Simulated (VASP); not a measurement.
# PbO2 (Fm-3m) in VASP: a series of runs

Runs on PbO2. Level: r2SCAN. Tasks: single point.

Everything below comes from runs of VASP 6.6.1. Logs are shortened: lines on timing, memory, paths and dates and some standing lists are left out, and cuts for length are marked.

**1. The cell of the first run**

Symmetry: Fm-3m, No. 225, cubic system. Conventional cell: a = 5.157 Å, b = 5.157 Å, c = 5.157 Å, α = 90.00°, β = 90.00°, γ = 90.00°. Pb (site symmetry m-3m) has 8 O at 2.23 Å within 3.0 Å. O (site symmetry -43m) has 4 Pb at 2.23 Å and 6 O at 2.58 Å within 3.0 Å.

**2. Single point, r2SCAN**

The input, POSCAR:

```
PbO2
1.0
    0.0000000000      2.5785382687      2.5785382687
    2.5785382687      0.0000000000      2.5785382687
    2.5785382687      2.5785382687      0.0000000000
Pb O
1 2
Direct
    0.0000000000      0.0000000000      0.0000000000
    0.2500000000      0.2500000000      0.2500000000
    0.7500000000      0.7500000000      0.7500000000
```

The input, INCAR.step1:

```
PREC = Accurate
ENCUT = 910
ISMEAR = -1
SIGMA = 0.02
LREAL = F
LASPH = T
NELM = 120
NBANDS = 20
GGA = PE
ALGO = Normal
EDIFF = 1E-5
LWAVE = T
LCHARG = F
GGA_COMPAT = F
```

The input, INCAR.step2:

```
PREC = Accurate
ENCUT = 910
EDIFF = 1E-6
ISMEAR = -1
SIGMA = 0.02
LREAL = F
LASPH = T
NELM = 120
ALGO = Normal
ISIF = 2
LWAVE = F
LCHARG = F
METAGGA = R2SCAN
LMIXTAU = T
NBANDS = 20
ISTART = 1
GGA_COMPAT = F
```

The input, KPOINTS:

```
regular mesh
0
Gamma
  6 6 6
```

Potentials or basis: VASP PAW PBE potentials, release 64 (Pb_d, O_h).

The run is started by

```sh
$ cat potpaw_PBE.64/Pb_d/POTCAR potpaw_PBE.64/O_h/POTCAR > POTCAR
$ cp INCAR.step1 INCAR
$ mpirun -np 1 vasp_std > vasp.out
$ cp INCAR.step2 INCAR
$ mpirun -np 1 vasp_std > vasp.out
```

OUTCAR:

```text
PREC = Accurate
   ENCUT = 910
   EDIFF = 1E-6
   ISMEAR = -1
   LREAL = F
   LASPH = T
   NELM = 120
   ISIF = 2
   METAGGA = R2SCAN
   ISTART = 1

 ion  position               nearest neighbor table
   1  0.000  0.000  0.000-   3 2.23   3 2.23   3 2.23   2 2.23   3 2.23   2 2.23   2 2.23   2 2.23

   2  0.250  0.250  0.250-   1 2.23   1 2.23   1 2.23   1 2.23
   3  0.750  0.750  0.750-   1 2.23   1 2.23   1 2.23   1 2.23

  LATTYP: Found a face centered cubic cell.
 ALAT       =     5.1570765374

  Lattice vectors:

 A1 = (   0.0000000000,   2.5785382687,   2.5785382687)
 A2 = (   2.5785382687,   0.0000000000,   2.5785382687)
 A3 = (   2.5785382687,   2.5785382687,   0.0000000000)

Analysis of symmetry for initial positions (statically):
=====================================================================
 Subroutine PRICEL returns:
 Original cell was already a primitive cell.

 Routine SETGRP: Setting up the symmetry group for a
 face centered cubic supercell.

 Subroutine GETGRP returns: Found 48 space group operations
 (whereof 48 operations were pure point group operations)
 out of a pool of 48 trial point group operations.

The static configuration has the point symmetry O_h .

Analysis of symmetry for dynamics (positions and initial velocities):
=====================================================================
 Subroutine PRICEL returns:
 Original cell was already a primitive cell.

 Routine SETGRP: Setting up the symmetry group for a
 face centered cubic supercell.

 Subroutine GETGRP returns: Found 48 space group operations
 (whereof 48 operations were pure point group operations)
 out of a pool of 48 trial point group operations.

The dynamic configuration has the point symmetry O_h .

 Subroutine INISYM returns: Found 48 space group operations
 (whereof 48 operations are pure point group operations),
 and found     1 'primitive' translations

----------------------------------------------------------------------------------------

                                     Primitive cell

  volume of cell :      34.2887

  direct lattice vectors                    reciprocal lattice vectors
     0.000000000  2.578538269  2.578538269    -0.193908311  0.193908311  0.193908311
     2.578538269  0.000000000  2.578538269     0.193908311 -0.193908311  0.193908311
     2.578538269  2.578538269  0.000000000     0.193908311  0.193908311 -0.193908311

  length of vectors
     3.646603791  3.646603791  3.646603791     0.335859046  0.335859046  0.335859046

  position of ions in fractional coordinates (direct lattice)
     0.000000000  0.000000000  0.000000000
     0.250000000  0.250000000  0.250000000
     0.750000000  0.750000000  0.750000000

  ion indices of the primitive-cell ions
   primitive index   ion index
                 1           1
                 2           2
                 3           3

----------------------------------------------------------------------------------------

 KPOINTS: regular mesh

Automatic generation of k-mesh.
 Grid dimensions read from file:
 generate k-points for:    6    6    6

 Generating k-lattice:

  Cartesian coordinates                     Fractional coordinates (reciprocal lattice)
    -0.032318052  0.032318052  0.032318052     0.166666667  0.000000000  0.000000000
     0.032318052 -0.032318052  0.032318052     0.000000000  0.166666667  0.000000000
     0.032318052  0.032318052 -0.032318052     0.000000000  0.000000000  0.166666667

  Length of vectors
     0.055976508  0.055976508  0.055976508

  Shift w.r.t. Gamma in fractional coordinates (k-lattice)
     0.000000000  0.000000000  0.000000000

 Subroutine IBZKPT returns following result:
 ===========================================

 Found     16 irreducible k-points:

 Following reciprocal coordinates:
            Coordinates               Weight
  0.000000  0.000000  0.000000      1.000000
  0.166667  0.000000  0.000000      8.000000
  0.333333  0.000000  0.000000      8.000000
  0.500000  0.000000  0.000000      4.000000
  0.166667  0.166667  0.000000      6.000000
  0.333333  0.166667  0.000000     24.000000
[... 8 lines left out ...]
 -0.333333  0.333333  0.166667     24.000000
 -0.333333  0.500000  0.166667     12.000000
   k-points           NKPTS =     16   k-points in BZ     NKDIM =     16   number of bands    NBANDS=     20
   number of dos      NEDOS =    301   number of ions     NIONS =      3
   total plane-waves  NPLWV =  46656
   dimension x,y,z NGX =    36 NGY =   36 NGZ =   36
   dimension x,y,z NGXF=    72 NGYF=   72 NGZF=   72
   ions per type =               1   2
   NGX,Y,Z   is equivalent  to a cutoff of  16.41, 16.41, 16.41 a.u.
   NGXF,Y,Z  is equivalent  to a cutoff of  32.82, 32.82, 32.82 a.u.
 SYSTEM =  unknown system
   PREC   = accura    normal or accurate (medium, high low for compatibility)
   ISTART =      1    job   : 0-new  1-cont  2-samecut
   ICHARG =      0    charge: 1-file 2-atom 10-const
   ISPIN  =      1    spin polarized calculation?
   LNONCOLLINEAR =      F non collinear calculations
   LSORBIT =      F    spin-orbit coupling
   LASPH  =      T    aspherical Exc in radial PAW
   ENCUT  =  910.0 eV  66.88 Ry    8.18 a.u.   8.97  8.97  8.97*2*pi/ulx,y,z
   NELM   =    120;   NELMIN=  2; NELMDL=  0     # of ELM steps
   EDIFF  = 0.1E-05   stopping-criterion for ELM
   LREAL  =      F    real-space projection
   EDIFFG = 0.1E-04   stopping-criterion for IOM
   NSW    =      0    number of steps for IOM
   IBRION =     -1    ionic relax: 0-MD 1-quasi-New 2-CG
   NFREE  =      0    steps in history (QN), initial steepest desc. (CG)
   ISIF   =      2    stress and relaxation
   ISYM   =      2    0-nonsym 1-usesym 2-fastsym
   POTIM  = 0.5000    time-step for ionic-motion
   TEBEG  =    0.0;   TEEND  =   0.0 temperature during run
   PSTRESS=    0.0 pullay stress
   NELECT =      26.0000    total number of electrons
   NUPDOWN=      -1.0000    fix difference up-down
   EMIN   =  10.00;   EMAX   =-10.00  energy-range for DOS
   EFERMI =   0.00;   METHOD = LEGACY
   ISMEAR =    -1;   SIGMA  =   0.02  broadening in eV -4-tet -1-fermi 0-gaus
   EFERMI_NEDOS =   21; number of points for ismear=-14 and -15
   IALGO  =     38    algorithm
   IMIX   =      4    mixing-type and parameters
     AMIX     =   0.40;   BMIX     =  1.00
     AMIX_MAG =   1.60;   BMIX_MAG =  1.00
  volume/ion in A,a.u.               =      11.43        77.13
  Fermi-wavevector in a.u.,A,eV,Ry     =   1.492848  2.821074 30.321893  2.228596
  Thomas-Fermi vector in A             =   2.605324
   LORBIT       =      0    0 simple, 1 ext, 2 COOP (PROOUT), +10 PAW based schemes
   METAGGA = R2SCAN    functional components
   LHFCALC =     F    Hartree Fock is set to
   AEXX    =    0.0000 exact exchange contribution
   IVDW    =     0    specifies the selected vdW correction
   LEPSILON=     F    determine dielectric tensor
   LRPA    =     F    only Hartree local field effects (RPA)
 non-spin polarized calculation
  energy-cutoff  :      910.00
  volume of cell :       34.29
 maximum number of plane-waves:      2158
   NGX = 17   NGY = 17   NGZ = 17

 number of electron      26.0000003 magnetization

 Free energy of the ion-electron system (eV)
  ---------------------------------------------------
  ext. energy  EPLUGINS =         0.00000000
  ---------------------------------------------------
  free energy    TOTEN  =       -70.59057559 eV

  energy without entropy =      -70.58993792  energy(sigma->0) =      -70.59025676

 E-fermi :   7.7022     XC(G=0): -12.7485

 val. band max:        7.6542172898   @ k =  -0.3333   0.5000   0.1667
 cond. band min:       8.9238054997   @ k =   0.1667   0.0000   0.0000
 fundamental gap:      1.2695882099
 Fermi energy:         7.7021784965

 k-point     1 :       0.0000    0.0000    0.0000
  band No.  band energies     occupation
      1     -13.0448      2.00000
      2      -9.3675      2.00000
      3      -8.7564      2.00000
      4      -8.7564      2.00000
      5      -8.7564      2.00000
      6      -8.3020      2.00000
[... 12 lines left out ...]
     19      25.0014      0.00000
     20      25.0014      0.00000

 k-point     2 :       0.1667    0.0000    0.0000
  band No.  band energies     occupation
      1     -12.7769      2.00000
      2     -10.2797      2.00000
      3      -8.7053      2.00000
      4      -8.7053      2.00000
      5      -8.3049      2.00000
      6      -8.3049      2.00000
[... 12 lines left out ...]
     19      24.8489      0.00000
     20      24.8489      0.00000

 k-point     3 :       0.3333    0.0000    0.0000
  band No.  band energies     occupation
      1     -12.2501      2.00000
      2     -10.9113      2.00000
      3      -8.6350      2.00000
      4      -8.6350      2.00000
      5      -8.2734      2.00000
      6      -8.2734      2.00000
[... 12 lines left out ...]
     19      24.6343      0.00000
     20      24.6778      0.00000

 k-point     4 :       0.5000    0.0000    0.0000
  band No.  band energies     occupation
      1     -12.0975      2.00000
      2     -10.9063      2.00000
      3      -8.6205      2.00000
      4      -8.6205      2.00000
      5      -8.2339      2.00000
      6      -8.2339      2.00000
[... 12 lines left out ...]
     19      24.4272      0.00000
     20      24.4272      0.00000

 k-point     5 :       0.1667    0.1667    0.0000
  band No.  band energies     occupation
      1     -12.6784      2.00000
      2     -10.4895      2.00000
      3      -8.6579      2.00000
      4      -8.6579      2.00000
      5      -8.3483      2.00000
      6      -8.2770      2.00000
[... 12 lines left out ...]
     19      24.8932      0.00000
     20      25.0275      0.00000
[... 169 lines left out ...]
      6      -8.2015      2.00000
[... 12 lines left out ...]
     19      25.1742      0.00000
     20      26.8836      0.00000

 k-point    14 :       0.5000    0.3333    0.1667
  band No.  band energies     occupation
      1     -11.7744      2.00000
      2     -11.4411      2.00000
      3      -8.4543      2.00000
      4      -8.4460      2.00000
      5      -8.2993      2.00000
      6      -8.0476      2.00000
[... 12 lines left out ...]
     19      25.0791      0.00000
     20      27.1041      0.00000

 k-point    15 :      -0.3333    0.3333    0.1667
  band No.  band energies     occupation
      1     -11.7126      2.00000
      2     -11.4374      2.00000
      3      -8.4289      2.00000
      4      -8.4146      2.00000
      5      -8.2714      2.00000
      6      -7.5678      2.00000
[... 12 lines left out ...]
     19      25.1014      0.00000
     20      27.1808      0.00000

 k-point    16 :      -0.3333    0.5000    0.1667
  band No.  band energies     occupation
      1     -11.6884      2.00000
      2     -11.4289      2.00000
      3      -8.4726      2.00000
      4      -8.3250      2.00000
      5      -8.2538      2.00000
      6      -7.8130      2.00000
[... 12 lines left out ...]
     19      25.9938      0.00000
     20      26.1197      0.00000

------------------------ aborting loop because EDIFF is reached ----------------------------------------

  FORCE on cell =-STRESS in cart. coord.  units (eV):
  Direction    XX          YY          ZZ          XY          YZ          ZX
  --------------------------------------------------------------------------------------
  -------------------------------------------------------------------------------------
  Total        4.3091209      4.3091209      4.3091209     -0.0000000     -0.0000000      0.0000000
  in kB      201.3485551    201.3485551    201.3485551     -0.0000000     -0.0000000      0.0000000
  external PRESSURE =     201.3485551 kB  Pullay stress =       0.0000000 kB

 VOLUME and BASIS-vectors are now :
 -----------------------------------------------------------------------------
  energy-cutoff  :      910.00
  volume of cell :       34.29
      direct lattice vectors                 reciprocal lattice vectors
     0.000000000  2.578538269  2.578538269    -0.193908311  0.193908311  0.193908311
     2.578538269  0.000000000  2.578538269     0.193908311 -0.193908311  0.193908311
     2.578538269  2.578538269  0.000000000     0.193908311  0.193908311 -0.193908311

 POSITION                                       TOTAL-FORCE (eV/Angst)
 -----------------------------------------------------------------------------------
      0.00000      0.00000      0.00000        -0.000000     -0.000000     -0.000000
      1.28927      1.28927      1.28927        -0.000000     -0.000000     -0.000000
      3.86781      3.86781      3.86781         0.000000      0.000000      0.000000
 -----------------------------------------------------------------------------------
    total drift:                                0.000000      0.000000      0.000000

  FREE ENERGIE OF THE ION-ELECTRON SYSTEM (eV)
  ---------------------------------------------------
  free  energy   TOTEN  =       -70.5905755938 eV

  energy  without entropy=      -70.5899379229  energy(sigma->0) =      -70.59025676
```

It took 45 s on 1 thread of Intel Xeon Platinum 8559C (Emerald Rapids), shared host; peak memory 0.22 GiB.

What came out:

| Property | Result |
| --- | --- |
| Free energy | -70.5906 eV |
| Pressure | 20.1 GPa |
| Band gap on the k mesh | zero (band 13 reaches 7.65 eV, above the bottom of band 14 at 6.41 eV) |

Levels at points of the mesh, in eV from the Fermi level:
| k point | band 10 | band 11 | band 12 | band 13 | band 14 | band 15 | band 16 | band 17 |
| --- | --- | --- | --- | --- | --- | --- | --- | --- |
| (0.00, 0.00, 0.00) | -2.31 | -1.59 | -1.59 | -1.59 | -1.29 | 8.04 | 8.04 | 8.04 |
| (0.50, 0.00, 0.00) | -3.46 | -3.46 | -1.70 | -1.70 | 3.86 | 8.12 | 11.45 | 11.45 |
| (0.50, 0.50, 0.00) | -5.50 | -0.45 | -0.21 | -0.21 | 2.66 | 7.88 | 10.13 | 13.17 |

Caveat: the cutoff is under 1.25 times the usual one of these potentials, so pressure, stress and relaxed cells hold a basis-set (Pulay) error; the PAW data sets were made with another functional, which shifts forces and pressure a little; spin-orbit coupling is left out, which moves the levels of the heavy elements.

**3. Single point, r2SCAN**

This run uses another cell than the first one, of 12.11 Å³/atom, 1.059 times its volume.

The input, POSCAR:

```
PbO2
1.0
    0.0000000000      2.6286194429      2.6286194429
    2.6286194429      0.0000000000      2.6286194429
    2.6286194429      2.6286194429      0.0000000000
Pb O
1 2
Direct
    0.0000000000      0.0000000000      0.0000000000
    0.2500000000      0.2500000000      0.2500000000
    0.7500000000      0.7500000000      0.7500000000
```

The input, INCAR.step1:

```
SYSTEM = PbO2
PREC     = Accurate       ! precision mode
ENCUT    = 910            ! plane-wave cutoff, eV
ISMEAR   = -1             ! smearing method
SIGMA    = 0.02           ! smearing width, eV
LREAL    = .FALSE.        ! projectors in reciprocal space
LASPH    = .TRUE.         ! aspherical terms in the spheres
NELM     = 120            ! most SCF steps
NBANDS   = 20             ! bands
GGA      = PE             ! functional
ALGO     = Normal         ! electronic algorithm
EDIFF    = 1E-5           ! SCF threshold, eV
LWAVE    = .TRUE.         ! write WAVECAR
LCHARG   = .FALSE.        ! write CHGCAR
GGA_COMPAT= .FALSE.
```

The input, INCAR.step2:

```
SYSTEM = PbO2
PREC     = Accurate       ! precision mode
ENCUT    = 910            ! plane-wave cutoff, eV
EDIFF    = 1E-6           ! SCF threshold, eV
ISMEAR   = -1             ! smearing method
SIGMA    = 0.02           ! smearing width, eV
LREAL    = .FALSE.        ! projectors in reciprocal space
LASPH    = .TRUE.         ! aspherical terms in the spheres
NELM     = 120            ! most SCF steps
ALGO     = Normal         ! electronic algorithm
ISIF     = 2              ! what is computed and relaxed
LWAVE    = .FALSE.        ! write WAVECAR
LCHARG   = .TRUE.         ! write CHGCAR
METAGGA  = R2SCAN         ! meta-GGA
LMIXTAU  = .TRUE.       
LELF     = .TRUE.         ! ELF
LVHAR    = .TRUE.       
NBANDS   = 20             ! bands
ISTART   = 1            
GGA_COMPAT= .FALSE.
```

The input, KPOINTS:

```
Automatic mesh
0
G
  6 6 6
  0 0 0
```

Potentials or basis: VASP PAW PBE potentials, release 64 (Pb_d, O_h).

The run is started by

```sh
$ cat potpaw_PBE.64/Pb_d/POTCAR potpaw_PBE.64/O_h/POTCAR > POTCAR
$ cp INCAR.step1 INCAR
$ mpirun -np 1 vasp_std > vasp.out
$ cp INCAR.step2 INCAR
$ mpirun -np 1 vasp_std > vasp.out
```

Wall time 1.8 min (1 thread of AMD EPYC 9R14 (Zen 4), shared host); peak memory 0.24 GiB.

It converged, with:

* Free energy: -70.7642 eV
* Pressure: 7.0 GPa
* Band gap on the k mesh: zero (band 13 reaches 6.80 eV, above the bottom of band 14 at 5.40 eV)

Levels at points of the mesh, in eV from the Fermi level:
```
           k point  band 10  band 11  band 12  band 13  band 14  band 15  band 16  band 17
(0.00, 0.00, 0.00)    -2.21    -1.82    -1.45    -1.45    -1.45     7.86     7.86     7.86
(0.50, 0.00, 0.00)    -3.19    -3.19    -1.62    -1.62     3.41     7.92    10.93    10.93
(0.50, 0.50, 0.00)    -5.10    -0.37    -0.20    -0.20     2.34     7.43     9.96    12.51
```

Caveat: the cutoff is under 1.25 times the usual one of these potentials, so pressure, stress and relaxed cells hold a basis-set (Pulay) error; the PAW data sets were made with another functional, which shifts forces and pressure a little; spin-orbit coupling is left out, which moves the levels of the heavy elements.
